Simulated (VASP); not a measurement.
Here is a VASP 6.6.1 calculation.

File INCAR:

```
PREC = Accurate ; ENCUT = 520
EDIFF = 1E-6 ; ISMEAR = 1
SIGMA = 0.1 ; LREAL = F
LASPH = T ; NELM = 150
ALGO = Normal ; ISIF = 2
LWAVE = F ; LCHARG = F
ISPIN = 2 ; MAGMOM = 2.4 2.4
LORBIT = 11 ; LMAXMIX = 4
NBANDS = 19
```

KPOINTS

```
regular mesh
0
Gamma
  18 18 18
```

The input POSCAR:

```
Fe
1.0
    2.7380911312      0.0000000000      0.0000000000
    0.0000000000      2.7380911312      0.0000000000
    0.0000000000      0.0000000000      2.7678249810
Fe
2
Direct
    0.0000000000      0.0000000000      0.0000000000
    0.5000000000      0.5000000000      0.5000000000
```

Potentials or basis: VASP PAW LDA potentials, release 64 (Fe).

The run is started by

```console
$ cat potpaw_LDA.64/Fe/POTCAR > POTCAR
$ mpirun -np 1 vasp_std > vasp.out
```

Task: What does it give for the net moment?

Result: 3.92 μB per cell.

Task: Estimate the site moments.

Result: Fe +1.93 μB.

Stress tensor (GPa, compression positive):
```
 0.26  0.00  0.00
 0.00  0.26  0.00
 0.00  0.00 -1.24
```
